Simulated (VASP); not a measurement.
# SiC in VASP: further runs

Runs on SiC. Level: HSE06. Tasks: single point.

Program: VASP 6.6.1. These are calculated values, not measurements. Logs are shortened: lines on timing, memory, paths and dates and some standing lists are left out, and cuts for length are marked.

## 1. The cell of the first run

The structure is cubic, space group F-43m (No. 216). Conventional cell: a = 4.563 Å, b = 4.563 Å, c = 4.563 Å, α = 90.00°, β = 90.00°, γ = 90.00°. Within 2.6 Å of Si (site symmetry -43m) lie 4 C at 1.98 Å. Within 2.6 Å of C (site symmetry -43m) lie 4 Si at 1.98 Å.

## 2. Single point, HSE06 (strain +4.8%)

POSCAR reads:

```
SiC
1.0
    0.0000000000      2.2817276394      2.2817276394
    2.2817276394      0.0000000000      2.2817276394
    2.2817276394      2.2817276394      0.0000000000
Si C
1 1
Direct
    0.0000000000      0.0000000000      0.0000000000
    0.2500000000      0.2500000000      0.2500000000
```

INCAR.step1 reads:

```
  PREC = Accurate
  ENCUT = 520
  EDIFF = 1E-5
  ISMEAR = 0
  SIGMA = 0.01
  LREAL = F
  LASPH = T
  NELM = 80
  ALGO = Normal
  ISIF = 2
  LWAVE = T
  LCHARG = F
  NBANDS = 11
  GGA = PE
```

INCAR.step2 reads:

```
  PREC = Accurate
  ENCUT = 520
  EDIFF = 1E-7
  ISMEAR = 0
  SIGMA = 0.01
  LREAL = F
  LASPH = T
  NELM = 80
  ALGO = Normal
  ISIF = 2
  LWAVE = F
  LCHARG = F
  GGA = PE
  LHFCALC = T
  HFSCREEN = 0.2079
  PRECFOCK = Normal
  NBANDS = 11
  ISTART = 1
```

KPOINTS reads:

```
Automatic mesh
0
Gamma
  8 8 8
```

Potentials or basis: VASP PAW PBE potentials, release 64 (Si, C).

Command:

```
$ cat potpaw_PBE.64/Si/POTCAR potpaw_PBE.64/C/POTCAR > POTCAR
$ cp INCAR.step1 INCAR
$ mpirun -np 1 vasp_std > vasp.out
$ cp INCAR.step2 INCAR
$ mpirun -np 1 vasp_std > vasp.out
```

OUTCAR:

```text
PREC = Accurate
   ENCUT = 520
   EDIFF = 1E-7
   ISMEAR = 0
   LREAL = F
   LASPH = T
   NELM = 80
   ISIF = 2
   GGA = PE
   LHFCALC = T
   HFSCREEN = 0.2079
   PRECFOCK = Normal
   ISTART = 1

 ion  position               nearest neighbor table
   1  0.000  0.000  0.000-   2 1.98   2 1.98   2 1.98   2 1.98
   2  0.250  0.250  0.250-   1 1.98   1 1.98   1 1.98   1 1.98

  LATTYP: Found a face centered cubic cell.
 ALAT       =     4.5634552788

  Lattice vectors:

 A1 = (   0.0000000000,   2.2817276394,   2.2817276394)
 A2 = (   2.2817276394,   0.0000000000,   2.2817276394)
 A3 = (   2.2817276394,   2.2817276394,   0.0000000000)

Analysis of symmetry for initial positions (statically):
=====================================================================
 Subroutine PRICEL returns:
 Original cell was already a primitive cell.

 Routine SETGRP: Setting up the symmetry group for a
 face centered cubic supercell.

 Subroutine GETGRP returns: Found 24 space group operations
 (whereof 24 operations were pure point group operations)
 out of a pool of 48 trial point group operations.

The static configuration has the point symmetry T_d .

Analysis of symmetry for dynamics (positions and initial velocities):
=====================================================================
 Subroutine PRICEL returns:
 Original cell was already a primitive cell.

 Routine SETGRP: Setting up the symmetry group for a
 face centered cubic supercell.

 Subroutine GETGRP returns: Found 24 space group operations
 (whereof 24 operations were pure point group operations)
 out of a pool of 48 trial point group operations.

The dynamic configuration has the point symmetry T_d .

 Subroutine INISYM returns: Found 24 space group operations
 (whereof 24 operations are pure point group operations),
 and found     1 'primitive' translations

----------------------------------------------------------------------------------------

                                     Primitive cell

  volume of cell :      23.7586

  direct lattice vectors                    reciprocal lattice vectors
     0.000000000  2.281727639  2.281727639    -0.219132201  0.219132201  0.219132201
     2.281727639  0.000000000  2.281727639     0.219132201 -0.219132201  0.219132201
     2.281727639  2.281727639  0.000000000     0.219132201  0.219132201 -0.219132201

  length of vectors
     3.226850173  3.226850173  3.226850173     0.379548106  0.379548106  0.379548106

  position of ions in fractional coordinates (direct lattice)
     0.000000000  0.000000000  0.000000000
     0.250000000  0.250000000  0.250000000

  ion indices of the primitive-cell ions
   primitive index   ion index
                 1           1
                 2           2

----------------------------------------------------------------------------------------

 KPOINTS: Automatic mesh

Automatic generation of k-mesh.
 Grid dimensions read from file:
 generate k-points for:    8    8    8

 Generating k-lattice:

  Cartesian coordinates                     Fractional coordinates (reciprocal lattice)
    -0.027391525  0.027391525  0.027391525     0.125000000  0.000000000  0.000000000
     0.027391525 -0.027391525  0.027391525     0.000000000  0.125000000  0.000000000
     0.027391525  0.027391525 -0.027391525     0.000000000  0.000000000  0.125000000

  Length of vectors
     0.047443513  0.047443513  0.047443513

  Shift w.r.t. Gamma in fractional coordinates (k-lattice)
     0.000000000  0.000000000  0.000000000

 Subroutine IBZKPT returns following result:
 ===========================================

 Found     29 irreducible k-points:

 Following reciprocal coordinates:
            Coordinates               Weight
  0.000000  0.000000  0.000000      1.000000
  0.125000  0.000000  0.000000      8.000000
  0.250000  0.000000  0.000000      8.000000
  0.375000  0.000000  0.000000      8.000000
  0.500000  0.000000  0.000000      4.000000
  0.125000  0.125000  0.000000      6.000000
[... 16 lines left out ...]
  0.500000  0.250000  0.125000     48.000000
 -0.375000  0.250000  0.125000     24.000000
 [... further k-points ...]
   k-points           NKPTS =     29   k-points in BZ     NKDIM =    512   number of bands    NBANDS=     11
   number of dos      NEDOS =    301   number of ions     NIONS =      2
   total plane-waves  NPLWV =  13824
   dimension x,y,z NGX =    24 NGY =   24 NGZ =   24
   dimension x,y,z NGXF=    48 NGYF=   48 NGZF=   48
   ions per type =               1   1
   NGX,Y,Z   is equivalent  to a cutoff of  12.36, 12.36, 12.36 a.u.
   NGXF,Y,Z  is equivalent  to a cutoff of  24.73, 24.73, 24.73 a.u.
 SYSTEM =  unknown system
   PREC   = accura    normal or accurate (medium, high low for compatibility)
   ISTART =      1    job   : 0-new  1-cont  2-samecut
   ICHARG =      0    charge: 1-file 2-atom 10-const
   ISPIN  =      1    spin polarized calculation?
   LNONCOLLINEAR =      F non collinear calculations
   LSORBIT =      F    spin-orbit coupling
   LASPH  =      T    aspherical Exc in radial PAW
   ENCUT  =  520.0 eV  38.22 Ry    6.18 a.u.   6.00  6.00  6.00*2*pi/ulx,y,z
   NELM   =     80;   NELMIN=  2; NELMDL=  0     # of ELM steps
   EDIFF  = 0.1E-06   stopping-criterion for ELM
   LREAL  =      F    real-space projection
   EDIFFG = 0.1E-05   stopping-criterion for IOM
   NSW    =      0    number of steps for IOM
   IBRION =     -1    ionic relax: 0-MD 1-quasi-New 2-CG
   NFREE  =      0    steps in history (QN), initial steepest desc. (CG)
   ISIF   =      2    stress and relaxation
   ISYM   =      3    0-nonsym 1-usesym 2-fastsym
   POTIM  = 0.5000    time-step for ionic-motion
   TEBEG  =    0.0;   TEEND  =   0.0 temperature during run
   PSTRESS=    0.0 pullay stress
   NELECT =       8.0000    total number of electrons
   NUPDOWN=      -1.0000    fix difference up-down
   EMIN   =  10.00;   EMAX   =-10.00  energy-range for DOS
   EFERMI =   0.00;   METHOD = LEGACY
   ISMEAR =     0;   SIGMA  =   0.01  broadening in eV -4-tet -1-fermi 0-gaus
   EFERMI_NEDOS =   21; number of points for ismear=-14 and -15
   IALGO  =     38    algorithm
   IMIX   =      1    mixing-type and parameters
     AMIX     =   0.40;   BMIX     =  1.00
     AMIX_MAG =   1.60;   BMIX_MAG =  1.00
  volume/ion in A,a.u.               =      11.88        80.17
  Fermi-wavevector in a.u.,A,eV,Ry     =   1.138932  2.152269 17.649008  1.297165
  Thomas-Fermi vector in A             =   2.275636
   LORBIT       =      0    0 simple, 1 ext, 2 COOP (PROOUT), +10 PAW based schemes
   GGA     = PE    functional components
   LHFCALC =     T    Hartree Fock is set to
   PRECFOCK=normal    Normal, Fast or Accurate (Low or Medium for compatibility)
   ENCUT4O =  -1.0   cutoff for four orbital integrals eV
   NKREDX  =     1    reduce k-point grid by
   NKREDY  =     1    reduce k-point grid by
   NKREDZ  =     1    reduce k-point grid by
   AEXX    =    0.2500 exact exchange contribution
   HFSCREEN=    0.2079 screening length (either q_TF or 0.3 A-1)
   HFSCREENC=   0.2079 screening length for correlation (either q_TF or 0.3 A-1)
   ENCUTFOCK=  -1.0 apply spherical cutoff to Coloumb kernel
   IVDW    =     0    specifies the selected vdW correction
   LEPSILON=     F    determine dielectric tensor
   LRPA    =     F    only Hartree local field effects (RPA)
 non-spin polarized calculation
 Gauss-broadening in eV      SIGMA  =   0.01
  energy-cutoff  :      520.00
  volume of cell :       23.76
 maximum number of plane-waves:       652
  NGX = 18; NGY = 18; NGZ = 18

 number of electron       7.9999999 magnetization

 Free energy of the ion-electron system (eV)
  ---------------------------------------------------
  ext. energy  EPLUGINS =         0.00000000
  ---------------------------------------------------
  free energy    TOTEN  =       -17.13431070 eV

  energy without entropy =      -17.13431070  energy(sigma->0) =      -17.13431070

 E-fermi :   6.2099     XC(G=0):  -8.9012

 val. band max:        6.0591663350   @ k =   0.0000   0.0000   0.0000
 cond. band min:       8.3583151064   @ k =   0.5000   0.5000   0.0000
 fundamental gap:      2.2991487714
 Fermi energy:         6.2099420181

 k-point     1 :       0.0000    0.0000    0.0000
  band No.  band energies     occupation
      1      -9.8343      2.00000
      2       6.0592      2.00000
      3       6.0592      2.00000
      4       6.0592      2.00000
      5      11.8677      0.00000
      6      13.6648      0.00000
      7      13.6648      0.00000
      8      13.6648      0.00000
      9      21.2701      0.00000
     10      21.2701      0.00000
     11      21.8842      0.00000

 k-point     2 :       0.1250    0.0000    0.0000
  band No.  band energies     occupation
      1      -9.5379      2.00000
      2       4.4818      2.00000
      3       5.8479      2.00000
      4       5.8479      2.00000
      5      12.3502      0.00000
      6      14.0239      0.00000
      7      14.0239      0.00000
      8      14.0367      0.00000
      9      20.1002      0.00000
     10      20.1002      0.00000
     11      22.3068      0.00000

 k-point     3 :       0.2500    0.0000    0.0000
  band No.  band energies     occupation
      1      -8.6759      2.00000
      2       1.5960      2.00000
      3       5.4184      2.00000
      4       5.4184      2.00000
      5      11.9736      0.00000
      6      14.3908      0.00000
      7      14.3908      0.00000
      8      15.6550      0.00000
      9      19.8640      0.00000
     10      19.8640      0.00000
     11      21.3999      0.00000

 k-point     4 :       0.3750    0.0000    0.0000
  band No.  band energies     occupation
      1      -7.3943      2.00000
      2      -1.1304      2.00000
      3       5.0674      2.00000
      4       5.0674      2.00000
      5      11.5342      0.00000
      6      14.1291      0.00000
      7      14.1291      0.00000
      8      16.6455      0.00000
      9      21.5996      0.00000
     10      21.6530      0.00000
     11      21.6530      0.00000

 k-point     5 :       0.5000    0.0000    0.0000
  band No.  band energies     occupation
      1      -6.4988      2.00000
      2      -2.5347      2.00000
      3       4.9388      2.00000
      4       4.9388      2.00000
      5      11.3768      0.00000
      6      13.9293      0.00000
      7      13.9293      0.00000
      8      16.7937      0.00000
      9      22.2501      0.00000
     10      23.6346      0.00000
     11      23.6346      0.00000
[... 211 lines left out ...]
 k-point    21 :       0.5000    0.5000    0.0000
  band No.  band energies     occupation
      1      -5.0848      2.00000
      2      -2.0595      2.00000
      3       2.8458      2.00000
      4       2.8458      2.00000
      5       8.3583      0.00000
      6      10.9053      0.00000
      7      20.3287      0.00000
      8      20.3287      0.00000
      9      20.9410      0.00000
     10      26.6193      0.00000
     11      27.6641      0.00000

 k-point    22 :       0.3750    0.2500    0.1250
  band No.  band energies     occupation
      1      -7.9272      2.00000
      2       1.2719      2.00000
      3       3.2054      2.00000
      4       4.7370      2.00000
      5      12.0293      0.00000
      6      13.8617      0.00000
      7      14.9191      0.00000
      8      16.4485      0.00000
      9      18.7379      0.00000
     10      22.4822      0.00000
     11      25.4760      0.00000

 k-point    23 :       0.5000    0.2500    0.1250
  band No.  band energies     occupation
      1      -6.7014      2.00000
      2      -0.7048      2.00000
      3       2.4118      2.00000
      4       4.1224      2.00000
      5      12.0911      0.00000
      6      13.8963      0.00000
      7      15.5671      0.00000
      8      16.9099      0.00000
      9      19.8390      0.00000
     10      22.8542      0.00000
     11      25.3673      0.00000

 k-point    24 :      -0.3750    0.2500    0.1250
  band No.  band energies     occupation
      1      -5.8702      2.00000
      2      -1.9055      2.00000
      3       2.2604      2.00000
      4       3.8106      2.00000
      5      12.0670      0.00000
      6      13.5873      0.00000
      7      16.5361      0.00000
      8      17.4675      0.00000
      9      19.7394      0.00000
     10      22.7162      0.00000
     11      25.3447      0.00000

 [... further k-points ...]

------------------------ aborting loop because EDIFF is reached ----------------------------------------

  FORCE on cell =-STRESS in cart. coord.  units (eV):
  Direction    XX          YY          ZZ          XY          YZ          ZX
  --------------------------------------------------------------------------------------
  -------------------------------------------------------------------------------------
  Total       -3.7972250     -3.7972250     -3.7972250     -0.0000000     -0.0000000     -0.0000000
  in kB     -256.0681148   -256.0681148   -256.0681148     -0.0000000     -0.0000000     -0.0000000
  external PRESSURE =    -256.0681148 kB  Pullay stress =       0.0000000 kB

 VOLUME and BASIS-vectors are now :
 -----------------------------------------------------------------------------
  energy-cutoff  :      520.00
  volume of cell :       23.76
      direct lattice vectors                 reciprocal lattice vectors
     0.000000000  2.281727639  2.281727639    -0.219132201  0.219132201  0.219132201
     2.281727639  0.000000000  2.281727639     0.219132201 -0.219132201  0.219132201
     2.281727639  2.281727639  0.000000000     0.219132201  0.219132201 -0.219132201

 POSITION                                       TOTAL-FORCE (eV/Angst)
 -----------------------------------------------------------------------------------
      0.00000      0.00000      0.00000         0.000000     -0.000000     -0.000000
      1.14086      1.14086      1.14086        -0.000000      0.000000      0.000000
 -----------------------------------------------------------------------------------
    total drift:                                0.000001      0.000000      0.000000

  FREE ENERGIE OF THE ION-ELECTRON SYSTEM (eV)
  ---------------------------------------------------
  free  energy   TOTEN  =       -17.1343107043 eV

  energy  without entropy=      -17.1343107043  energy(sigma->0) =      -17.13431070
```

It took 16 min on 1 thread of Intel Xeon Platinum 8488C (Sapphire Rapids), shared host; peak memory 0.25 GiB.

Results:

```yaml
Free_energy: -17.1343 eV
Pressure: -25.6 GPa
Band_gap_on_the_k_mesh: 2.30 eV (least direct gap 5.51 eV)
```

Levels at points of the mesh, in eV from the valence-band top:
| k point | band 2 | band 3 | band 4 | band 5 | band 6 | band 7 |
| --- | --- | --- | --- | --- | --- | --- |
| (0.00, 0.00, 0.00) | 0.00 | 0.00 | 0.00 | 5.81 | 7.61 | 7.61 |
| (0.50, 0.00, 0.00) | -8.59 | -1.12 | -1.12 | 5.32 | 7.87 | 7.87 |
| (0.50, 0.50, 0.00) | -8.12 | -3.21 | -3.21 | 2.30 | 4.85 | 14.27 |

Caveat: the cell differs from its parent crystal (strain +4.8%); the cell stands under tension; the PAW data sets were made with another functional, which shifts forces and pressure a little.

## 3. Single point, HSE06 (epitaxial 111 strain -1.8%)

POSCAR reads:

```
SiC
1.0
    0.0315228309      2.1701524310      2.1701524310
    2.1701524310      0.0315228309      2.1701524310
    2.1701524310      2.1701524310      0.0315228309
Si C
1 1
Direct
    0.0007164660      0.0007164660      0.0007164660
    0.2492835340      0.2492835340      0.2492835340
```

INCAR.step1 reads:

```
PREC = Accurate
ENCUT = 520
EDIFF = 1E-5
ISMEAR = 0
SIGMA = 0.01
LREAL = False
LASPH = True
NELM = 100
ALGO = Normal
ISIF = 2
LWAVE = True
LCHARG = False
GGA = PE
NBANDS = 11
```

INCAR.step2 reads:

```
PREC = Accurate
ENCUT = 520
EDIFF = 1E-6
ISMEAR = 0
SIGMA = 0.01
LREAL = False
LASPH = True
NELM = 100
ALGO = Normal
ISIF = 2
LWAVE = False
LCHARG = False
GGA = PE
LHFCALC = True
HFSCREEN = 0.2079
PRECFOCK = Normal
ISTART = 1
NBANDS = 11
```

KPOINTS reads:

```
regular mesh
0
Gamma
  8 8 8
```

Potentials or basis: VASP PAW PBE potentials, release 64 (Si, C).

Command:

```
$ cat potpaw_PBE.64/Si/POTCAR potpaw_PBE.64/C/POTCAR > POTCAR
$ cp INCAR.step1 INCAR
$ mpirun -np 1 vasp_std > vasp.out
$ cp INCAR.step2 INCAR
$ mpirun -np 1 vasp_std > vasp.out
```

It took 33 min on 1 thread of Intel Xeon Platinum 8488C (Sapphire Rapids), shared host; peak memory 0.26 GiB.

The run converged. Its results:

| Item | Value |
| --- | --- |
| Free energy | -17.4024 eV |
| Pressure | 6.5 GPa |
| Largest force | 0.004 eV/Å |
| Band gap on the k mesh | 2.12 eV (least direct gap 5.62 eV) |

Forces on the atoms (eV/Å):
```
Si   0.003  0.003  0.003
C   -0.003 -0.003 -0.003
```

Stress tensor (GPa, compression positive):
```
 6.50 -4.03 -4.03
-4.03  6.50 -4.03
-4.03 -4.03  6.50
```

Levels at points of the mesh, in eV from the valence-band top:
| k point | band 2 | band 3 | band 4 | band 5 | band 6 | band 7 |
| --- | --- | --- | --- | --- | --- | --- |
| (0.00, 0.00, 0.00) | -0.23 | 0.00 | 0.00 | 7.65 | 8.67 | 8.95 |
| (0.50, 0.00, 0.00) | -9.60 | -1.34 | -1.24 | 6.77 | 8.37 | 8.61 |
| (0.50, 0.50, 0.00) | -8.73 | -3.78 | -3.51 | 2.12 | 5.44 | 16.23 |
| (0.50, 0.50, 0.50) | -9.71 | -1.09 | -1.09 | 7.23 | 8.77 | 8.77 |

Caveat: the cell differs from its parent crystal (epitaxial 111 strain -1.8%); the cell stands under pressure; the PAW data sets were made with another functional, which shifts forces and pressure a little. A k mesh can miss the band edges.
